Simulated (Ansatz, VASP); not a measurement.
IrO2 in VASP and in Ansatz

The input INCAR:

```
SYSTEM = IrO2
PREC = Accurate
ENCUT = 600
EDIFF = 1E-6
ISMEAR = 0
SIGMA = 0.15
LREAL = .FALSE.
LASPH = .TRUE.
NELM = 120
ALGO = Normal
ISIF = 2
LWAVE = .FALSE.
LCHARG = .TRUE.
GGA = PS
LELF = .TRUE.
LVHAR = .TRUE.
NBANDS = 30
GGA_COMPAT = .FALSE.
```

The input KPOINTS:

```
regular mesh
0
G
  10 10 12
  0 0 0
```

The input POSCAR:

```
IrO2
1.0
    4.4715818232      0.0000000000      0.0000000000
    0.0000000000      4.4715818232      0.0000000000
    0.0000000000      0.0000000000      3.1535743094
Ir O
2 4
Direct
    0.0000000000      0.0000000000      0.0000000000
    0.5000000000      0.5000000000      0.5000000000
    0.3087817154      0.3087817154      0.0000000000
    0.1912182846      0.8087817154      0.5000000000
    0.6912182846      0.6912182846      0.0000000000
    0.8087817154      0.1912182846      0.5000000000
```

Input for Ansatz:

```yaml
crystal:
  lattice:
    - [4.4715818232, 0.0, 0.0]
    - [0.0, 4.4715818232, 0.0]
    - [0.0, 0.0, 3.1535743094]
  atoms:
    - { symbol: Ir, position: [0.0, 0.0, 0.0] }
    - { symbol: Ir, position: [0.5, 0.5, 0.5] }
    - { symbol: O, position: [0.3087817154, 0.3087817154, 0.0] }
    - { symbol: O, position: [0.1912182846, 0.8087817154, 0.5] }
    - { symbol: O, position: [0.6912182846, 0.6912182846, 0.0] }
    - { symbol: O, position: [0.8087817154, 0.1912182846, 0.5] }
basis:
  ecutwfc: 520.0
kpoints:
  mp_grid: { grid: [10, 10, 12] }
hamiltonian:
  xc: pbesol
  pseudopotentials: { kind: paw, azcp: { folder: soft_1 } }
scf:
  occupations: { method: gaussian, width: 0.15 }
output:
  forces: true
  stress: true
  eigenvalues: true
```

Alike in both runs: task single point; functional PBEsol; k mesh 10 × 10 × 12; occupations gaussian, width 0.15 eV; no spin polarisation.

|  | VASP | Ansatz |
| --- | --- | --- |
| version | VASP 6.6.1 | Ansatz 0.2.0 |
| potentials or method | VASP PAW PBE potentials, release 64 (Ir, O), cutoff 600 eV | scalar-relativistic, plane waves, PAW |
| valence electrons in the cell | 42 | 58 |

```tsv
	VASP	Ansatz	Ansatz less VASP
gap on the k mesh at the Fermi level (eV)	none	none	-
pressure (GPa)	2.8	0.1	-2.77
traceless stress, the component that is largest in VASP (GPa)	0.69	-0.01	-0.702
```

VASP's potentials were made for PBE, not for PBEsol, and Ansatz warns of the same on its side. A gap of «none» marks a metal or a gap that the smearing closes. VASP's potentials hold 42 valence electrons a cell and Ansatz's 58, so a difference there can come from the potentials and not from the codes.

Spin-orbit coupling is off throughout.
